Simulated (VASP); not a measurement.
Er3H, 8 atoms in the cell. The structure is hexagonal, space group P6_3/mmc (No. 194). Conventional cell: a = 6.736 Å, b = 6.736 Å, c = 5.135 Å, α = 90.00°, β = 90.00°, γ = 120.00°. Er (site symmetry mm2) has 4 H at 3.20 to 3.37 Å and 8 Er at 3.24 to 3.42 Å within 4.2 Å. Within 4.2 Å of H (site symmetry -6m2) lie 12 Er at 3.20 to 3.37 Å. The cell was generated, and may not be a known phase.

| Quantity | Value |
| --- | --- |
| Program | VASP 6.6.1 |
| Task | relaxation of cell and atoms |
| Functional | PBE |
| Potentials or basis | VASP PAW PBE potentials, release 64 (Er_3, H), 4f in core |
| Cutoff | 500 eV |
| k mesh | 6 × 6 × 8 |
| Occupations | gaussian, width 0.1 eV |
| Spin | no spin polarisation |
| Dipole correction | no |
| Further INCAR settings | ALGO = Normal; EDIFF = 1e-07; IBRION = 2; EDIFFG = -0.01; NSW = 100; ISIF = 3 |

Potentials or basis: VASP PAW PBE potentials, release 64 (Er_3, H), 4f in core.

Launch:

```console
$ cat potpaw_PBE.64/Er_3/POTCAR potpaw_PBE.64/H/POTCAR > POTCAR
$ mpirun -np 1 vasp_std > vasp.out
```

Hardware: 1 thread of Intel(R) Xeon(R) 6975P-C (Granite Rapids), with other jobs on the host.

Task: Estimate the wall time of this run.

Result: It took 63 min on 1 thread of Intel(R) Xeon(R) 6975P-C (Granite Rapids), with other jobs on the host, peak memory 0.47 GiB. Counts: scf iterations 374, k points 35, ion steps 33.
